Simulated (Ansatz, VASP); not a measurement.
## One calculation of Mo, two programs

File INCAR:

```
  PREC = Accurate
  ENCUT = 520
  EDIFF = 1E-6
  ISMEAR = -1
  SIGMA = 0.1
  LREAL = False
  LASPH = True
  NELM = 100
  ALGO = Normal
  ISIF = 2
  LWAVE = False
  LCHARG = True
  GGA = RP
  LELF = True
  LVHAR = True
  NBANDS = 21
```

The input KPOINTS:

```
regular mesh
0
Gamma
  15 15 7
```

POSCAR

```
Mo
1.0
    2.8428411632      0.0000000000      0.0000000000
   -1.4214205816      2.4619726663      0.0000000000
    0.0000000000      0.0000000000      5.0457279297
Mo
2
Direct
    0.3333333333      0.6666666667      0.2500000000
    0.6666666667      0.3333333333      0.7500000000
```

Input for Ansatz:

```yaml
crystal:
  lattice:
    - [2.8428411632, 0.0, 0.0]
    - [-1.4214205816, 2.4619726663, 0.0]
    - [0.0, 0.0, 5.0457279297]
  atoms:
    - { symbol: Mo, position: [0.3333333333, 0.6666666667, 0.25] }
    - { symbol: Mo, position: [0.6666666667, 0.3333333333, 0.75] }
hamiltonian:
  xc: rpbe
  pseudopotentials:
    kind: paw
    azcp:
      Mo: "pseudopotentials/Mo.paw.azcp"
basis:
  ecutwfc: 420
  fft_grid_basis: typed
kpoints:
  mp_grid: { grid: [15, 15, 7], shift: [0, 0, 0] }
magnetization:
  spin_polarized: false
scf:
  occupations: { method: fermi_dirac, width: 0.1 }
  lower_state_search: "off"
output:
  stress: true
```

Alike in both runs: task single point; functional RPBE; k mesh 15 × 15 × 7; occupations fermi-dirac, width 0.1 eV; no spin polarisation.

|  | VASP | Ansatz |
| --- | --- | --- |
| version | VASP 6.6.1 | Ansatz 0.2.0 |
| potentials or method | VASP PAW PBE potentials, release 64 (Mo_sv), cutoff 520 eV | plane waves (420 eV) with PAW, scalar-relativistic |
| valence electrons in the cell | 28 | 28 |

|  | VASP | Ansatz | Ansatz less VASP |
| --- | --- | --- | --- |
| pressure (GPa) | -14.6 | -14.9 | -0.30 |
| traceless stress, the component that is largest in VASP (GPa) | 1.74 | 1.81 | +0.069 |

VASP's potentials were made for PBE, not for RPBE.
